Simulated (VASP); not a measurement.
# Ag (I4/mmm) in VASP: single point with r2SCAN

Aim: the single point of Ag with r2SCAN.

Program: VASP 6.6.1. These are calculated values, not measurements. Logs are shortened: lines on timing, memory, paths and dates and some standing lists are left out, and cuts for length are marked.

**1. The cell of the first run**

The structure is tetragonal, space group I4/mmm (No. 139). The conventional cell has a = 3.444 Å, b = 3.444 Å, c = 3.576 Å, α = 90.00°, β = 90.00°, γ = 90.00°. Ag (site symmetry 4/mmm) has 14 Ag at 3.02 to 3.58 Å within 4.0 Å.

**2. Single point, r2SCAN (strain +0.040 along x and y, +0.080 along z)**

Input file POSCAR:

```
Ag
1.0
   -1.7218801600      1.7218801600      1.7881063200
    1.7218801600     -1.7218801600      1.7881063200
    1.7218801600      1.7218801600     -1.7881063200
Ag
1
Direct
    0.0000000000      0.0000000000      0.0000000000
```

Input file INCAR.step1:

```
PREC     = Accurate       # precision mode
ENCUT    = 520            # plane-wave cutoff, eV
ISMEAR   = 0              # smearing method
SIGMA    = 0.15           # smearing width, eV
LREAL    = False          # projectors in reciprocal space
LASPH    = True           # aspherical terms in the spheres
NELM     = 80             # most SCF steps
NBANDS   = 12             # bands
GGA      = PE             # functional
ALGO     = Normal         # electronic algorithm
EDIFF    = 1E-4           # SCF threshold, eV
LWAVE    = True           # write WAVECAR
LCHARG   = False          # write CHGCAR
```

Input file INCAR.step2:

```
PREC     = Accurate       # precision mode
ENCUT    = 520            # plane-wave cutoff, eV
EDIFF    = 1E-6           # SCF threshold, eV
ISMEAR   = 0              # smearing method
SIGMA    = 0.15           # smearing width, eV
LREAL    = False          # projectors in reciprocal space
LASPH    = True           # aspherical terms in the spheres
NELM     = 80             # most SCF steps
ALGO     = Normal         # electronic algorithm
ISIF     = 2              # what is computed and relaxed
LWAVE    = False          # write WAVECAR
LCHARG   = False          # write CHGCAR
METAGGA  = R2SCAN         # meta-GGA
LMIXTAU  = True         
NBANDS   = 12             # bands
ISTART   = 1
```

Input file KPOINTS:

```
Automatic mesh
0
Gamma
  20 20 20
```

Potentials or basis: VASP PAW PBE potentials, release 64 (Ag).

Started as:

```bash
$ cat potpaw_PBE.64/Ag/POTCAR > POTCAR
$ cp INCAR.step1 INCAR
$ mpirun -np 1 vasp_std > vasp.out
$ cp INCAR.step2 INCAR
$ mpirun -np 1 vasp_std > vasp.out
```

OUTCAR:

```text
PREC = Accurate
   ENCUT = 520
   EDIFF = 1E-6
   ISMEAR = 0
   LREAL = False
   LASPH = True
   NELM = 80
   ISIF = 2
   METAGGA = R2SCAN
   ISTART = 1

 ion  position               nearest neighbor table
   1  0.000  0.000  0.000-

  LATTYP: Found a body centered tetragonal cell.
 ALAT       =     3.4437603200
 C/A-ratio  =     1.0384615385

  Lattice vectors:

 A1 = (  -1.7218801600,   1.7218801600,   1.7881063200)
 A2 = (   1.7218801600,  -1.7218801600,   1.7881063200)
 A3 = (   1.7218801600,   1.7218801600,  -1.7881063200)

Analysis of symmetry for initial positions (statically):
=====================================================================
 Subroutine PRICEL returns:
 Original cell was already a primitive cell.

 Routine SETGRP: Setting up the symmetry group for a
 body centered tetragonal supercell.

 Subroutine GETGRP returns: Found 16 space group operations
 (whereof 16 operations were pure point group operations)
 out of a pool of 16 trial point group operations.

The static configuration has the point symmetry D_4h.

Analysis of symmetry for dynamics (positions and initial velocities):
=====================================================================
 Subroutine PRICEL returns:
 Original cell was already a primitive cell.

 Routine SETGRP: Setting up the symmetry group for a
 body centered tetragonal supercell.

 Subroutine GETGRP returns: Found 16 space group operations
 (whereof 16 operations were pure point group operations)
 out of a pool of 16 trial point group operations.

The dynamic configuration has the point symmetry D_4h.

 Subroutine INISYM returns: Found 16 space group operations
 (whereof 16 operations are pure point group operations),
 and found     1 'primitive' translations

----------------------------------------------------------------------------------------

                                     Primitive cell

  volume of cell :      21.2060

  direct lattice vectors                    reciprocal lattice vectors
    -1.721880160  1.721880160  1.788106320     0.000000000  0.290380255  0.279625431
     1.721880160 -1.721880160  1.788106320     0.290380255  0.000000000  0.279625431
     1.721880160  1.721880160 -1.788106320     0.290380255  0.290380255  0.000000000

  length of vectors
     3.021103570  3.021103570  3.021103570     0.403126623  0.403126623  0.410659695

  position of ions in fractional coordinates (direct lattice)
     0.000000000  0.000000000  0.000000000

  ion indices of the primitive-cell ions
   primitive index   ion index
                 1           1

----------------------------------------------------------------------------------------

 KPOINTS: Automatic mesh

Automatic generation of k-mesh.
 Grid dimensions read from file:
 generate k-points for:   20   20   20

 Generating k-lattice:

  Cartesian coordinates                     Fractional coordinates (reciprocal lattice)
     0.000000000  0.014519013  0.013981272     0.050000000  0.000000000  0.000000000
     0.014519013  0.000000000  0.013981272     0.000000000  0.050000000  0.000000000
     0.014519013  0.014519013  0.000000000     0.000000000  0.000000000  0.050000000

  Length of vectors
     0.020156331  0.020156331  0.020532985

  Shift w.r.t. Gamma in fractional coordinates (k-lattice)
     0.000000000  0.000000000  0.000000000

 Subroutine IBZKPT returns following result:
 ===========================================

 Found    641 irreducible k-points:

 Following reciprocal coordinates:
            Coordinates               Weight
  0.000000  0.000000  0.000000      1.000000
  0.050000  0.000000 -0.000000      8.000000
  0.100000  0.000000 -0.000000      8.000000
  0.150000 -0.000000  0.000000      8.000000
  0.200000  0.000000 -0.000000      8.000000
  0.250000  0.000000  0.000000      8.000000
[... 16 lines left out ...]
 -0.400000  0.050000  0.000000     16.000000
 -0.350000  0.050000  0.000000     16.000000
 [... further k-points ...]
   k-points           NKPTS =    641   k-points in BZ     NKDIM =    641   number of bands    NBANDS=     12
   number of dos      NEDOS =    301   number of ions     NIONS =      1
   total plane-waves  NPLWV =  13824
   dimension x,y,z NGX =    24 NGY =   24 NGZ =   24
   dimension x,y,z NGXF=    48 NGYF=   48 NGZF=   48
   ions per type =               1
   NGX,Y,Z   is equivalent  to a cutoff of  13.21, 13.21, 13.21 a.u.
   NGXF,Y,Z  is equivalent  to a cutoff of  26.41, 26.41, 26.41 a.u.
 SYSTEM =  unknown system
   PREC   = accura    normal or accurate (medium, high low for compatibility)
   ISTART =      1    job   : 0-new  1-cont  2-samecut
   ICHARG =      0    charge: 1-file 2-atom 10-const
   ISPIN  =      1    spin polarized calculation?
   LNONCOLLINEAR =      F non collinear calculations
   LSORBIT =      F    spin-orbit coupling
   LASPH  =      T    aspherical Exc in radial PAW
   ENCUT  =  520.0 eV  38.22 Ry    6.18 a.u.   5.62  5.62  5.62*2*pi/ulx,y,z
   NELM   =     80;   NELMIN=  2; NELMDL=  0     # of ELM steps
   EDIFF  = 0.1E-05   stopping-criterion for ELM
   LREAL  =      F    real-space projection
   EDIFFG = 0.1E-04   stopping-criterion for IOM
   NSW    =      0    number of steps for IOM
   IBRION =     -1    ionic relax: 0-MD 1-quasi-New 2-CG
   NFREE  =      0    steps in history (QN), initial steepest desc. (CG)
   ISIF   =      2    stress and relaxation
   ISYM   =      2    0-nonsym 1-usesym 2-fastsym
   POTIM  = 0.5000    time-step for ionic-motion
   TEBEG  =    0.0;   TEEND  =   0.0 temperature during run
   PSTRESS=    0.0 pullay stress
   NELECT =      11.0000    total number of electrons
   NUPDOWN=      -1.0000    fix difference up-down
   EMIN   =  10.00;   EMAX   =-10.00  energy-range for DOS
   EFERMI =   0.00;   METHOD = LEGACY
   ISMEAR =     0;   SIGMA  =   0.15  broadening in eV -4-tet -1-fermi 0-gaus
   EFERMI_NEDOS =   21; number of points for ismear=-14 and -15
   IALGO  =     38    algorithm
   IMIX   =      4    mixing-type and parameters
     AMIX     =   0.40;   BMIX     =  1.00
     AMIX_MAG =   1.60;   BMIX_MAG =  1.00
  volume/ion in A,a.u.               =      21.21       143.11
  Fermi-wavevector in a.u.,A,eV,Ry     =   1.315384  2.485716 23.541290  1.730236
  Thomas-Fermi vector in A             =   2.445571
   LORBIT       =      0    0 simple, 1 ext, 2 COOP (PROOUT), +10 PAW based schemes
   METAGGA = R2SCAN    functional components
   LHFCALC =     F    Hartree Fock is set to
   AEXX    =    0.0000 exact exchange contribution
   IVDW    =     0    specifies the selected vdW correction
   LEPSILON=     F    determine dielectric tensor
   LRPA    =     F    only Hartree local field effects (RPA)
 non-spin polarized calculation
 Gauss-broadening in eV      SIGMA  =   0.15
  energy-cutoff  :      520.00
  volume of cell :       21.21
 maximum number of plane-waves:       587
   NGX = 11   NGY = 11   NGZ = 11

 number of electron      10.9999999 magnetization

 Free energy of the ion-electron system (eV)
  ---------------------------------------------------
  ext. energy  EPLUGINS =         0.00000000
  ---------------------------------------------------
  free energy    TOTEN  =       -21.16174117 eV

  energy without entropy =      -21.15833496  energy(sigma->0) =      -21.16003806

 E-fermi :   5.8211     XC(G=0): -11.5234

 val. band max:        5.8029362011   @ k =   0.3000   0.2000   0.0000
 cond. band min:       5.8312760581   @ k =  -0.3500   0.4500   0.1000
 fundamental gap:      0.0283398571
 Fermi energy:         5.8210780688

 k-point     1 :       0.0000    0.0000    0.0000
  band No.  band energies     occupation
      1      -0.6664      2.00000
      2       1.1768      2.00000
      3       1.1768      2.00000
      4       1.2933      2.00000
      5       2.0799      2.00000
      6       2.2036      2.00000
      7      23.1146      0.00000
      8      23.6464      0.00000
      9      23.6464      0.00000
     10      26.3452      0.00000
     11      27.1342      0.00000
     12      27.1342      0.00000

 k-point     2 :       0.0500    0.0000   -0.0000
  band No.  band energies     occupation
      1      -0.5954      2.00000
      2       1.1810      2.00000
      3       1.1841      2.00000
      4       1.3066      2.00000
      5       2.0701      2.00000
      6       2.1986      2.00000
      7      22.9157      0.00000
      8      23.4555      0.00000
      9      23.6518      0.00000
     10      25.7589      0.00000
     11      26.3798      0.00000
     12      26.6457      0.00000

 k-point     3 :       0.1000    0.0000   -0.0000
  band No.  band energies     occupation
      1      -0.3889      2.00000
      2       1.1704      2.00000
      3       1.1965      2.00000
      4       1.3811      2.00000
      5       2.0419      2.00000
      6       2.1885      2.00000
      7      21.8800      0.00000
      8      23.1072      0.00000
      9      23.6618      0.00000
     10      25.1470      0.00000
     11      25.5889      0.00000
     12      25.6167      0.00000

 k-point     4 :       0.1500   -0.0000    0.0000
  band No.  band energies     occupation
      1      -0.0766      2.00000
      2       1.1208      2.00000
      3       1.2424      2.00000
      4       1.5299      2.00000
      5       2.0052      2.00000
      6       2.1805      2.00000
      7      20.1789      0.00000
      8      22.5081      0.00000
      9      23.6310      0.00000
     10      24.4961      0.00000
     11      24.8406      0.00000
     12      25.4515      0.00000

 k-point     5 :       0.2000    0.0000   -0.0000
  band No.  band energies     occupation
      1       0.2504      2.00000
      2       1.0513      2.00000
      3       1.3987      2.00000
      4       1.7325      2.00000
      5       1.9772      2.00000
      6       2.1772      2.00000
      7      18.2701      0.00000
      8      21.7208      0.00000
      9      23.0845      0.00000
     10      23.8997      0.00000
     11      24.6488      0.00000
     12      25.8819      0.00000
[... 228 lines left out ...]
      1       0.2724      2.00000
      2       0.7380      2.00000
      3       2.0211      2.00000
      4       2.2097      2.00000
      5       2.7656      2.00000
      6       6.1699      0.00101
      7       8.9932      0.00000
      8      18.4963      0.00000
      9      19.0221      0.00000
     10      24.1331      0.00000
     11      25.2110      0.00000
     12      28.5537      0.00000

 k-point    22 :      -0.4500    0.0500    0.0000
  band No.  band energies     occupation
      1       0.3076      2.00000
      2       0.7607      2.00000
      3       2.0041      2.00000
      4       2.2117      2.00000
      5       2.6703      2.00000
      6       5.2098      2.00000
      7      10.2018      0.00000
      8      18.7114      0.00000
      9      19.2269      0.00000
     10      24.1230      0.00000
     11      25.1688      0.00000
     12      28.3430      0.00000

 k-point    23 :      -0.4000    0.0500    0.0000
  band No.  band energies     occupation
      1       0.3705      2.00000
      2       0.8047      2.00000
      3       1.9842      2.00000
      4       2.1996      2.00000
      5       2.4928      2.00000
      6       4.1334      2.00000
      7      11.7853      0.00000
      8      19.0903      0.00000
      9      19.6553      0.00000
     10      24.1062      0.00000
     11      25.1201      0.00000
     12      27.9651      0.00000

 k-point    24 :      -0.3500    0.0500    0.0000
  band No.  band energies     occupation
      1       0.4424      2.00000
      2       0.8665      2.00000
      3       1.9662      2.00000
      4       2.1419      2.00000
      5       2.2771      2.00000
      6       3.1710      2.00000
      7      13.5312      0.00000
      8      19.6052      0.00000
      9      20.2923      0.00000
     10      24.0842      0.00000
     11      25.0958      0.00000
     12      27.3510      0.00000

 [... further k-points ...]
[... 5 lines left out ...]
  --------------------------------------------------------------------------------------
  -------------------------------------------------------------------------------------
  Total       -1.5067648     -1.5067648     -1.4761514      0.0000000      0.0000000      0.0000000
  in kB     -113.8405231   -113.8405231   -111.5275847      0.0000000      0.0000000      0.0000000
  external PRESSURE =    -113.0695436 kB  Pullay stress =       0.0000000 kB

 VOLUME and BASIS-vectors are now :
 -----------------------------------------------------------------------------
  energy-cutoff  :      520.00
  volume of cell :       21.21
      direct lattice vectors                 reciprocal lattice vectors
    -1.721880160  1.721880160  1.788106320     0.000000000  0.290380255  0.279625431
     1.721880160 -1.721880160  1.788106320     0.290380255  0.000000000  0.279625431
     1.721880160  1.721880160 -1.788106320     0.290380255  0.290380255  0.000000000

 POSITION                                       TOTAL-FORCE (eV/Angst)
 -----------------------------------------------------------------------------------
      0.00000      0.00000      0.00000         0.000000      0.000000      0.000000
 -----------------------------------------------------------------------------------
    total drift:                               -0.000000      0.000000      0.000000

  FREE ENERGIE OF THE ION-ELECTRON SYSTEM (eV)
  ---------------------------------------------------
  free  energy   TOTEN  =       -21.1617411734 eV

  energy  without entropy=      -21.1583349554  energy(sigma->0) =      -21.16003806
```

It took 4.1 min on 1 thread of Intel Xeon Platinum 8375C at 2.90GHz (Ice Lake), shared host; peak memory 0.27 GiB.

Results:

| Item | Value |
| --- | --- |
| Free energy | -21.1617 eV |
| Pressure | -11.3 GPa |
| Band gap on the k mesh | zero (an odd number of electrons rules out a gap without spin polarisation) |

Stress tensor (GPa, compression positive):
```
-11.38   0.00   0.00
  0.00 -11.38   0.00
  0.00   0.00 -11.15
```

Caveat: the cell differs from its parent crystal (strain +0.040 along x and y, +0.080 along z); the cell stands under tension; the PAW data sets were made with another functional, which shifts forces and pressure a little.

The gap in the log of VASP goes by the Fermi energy; the results here count the filled bands.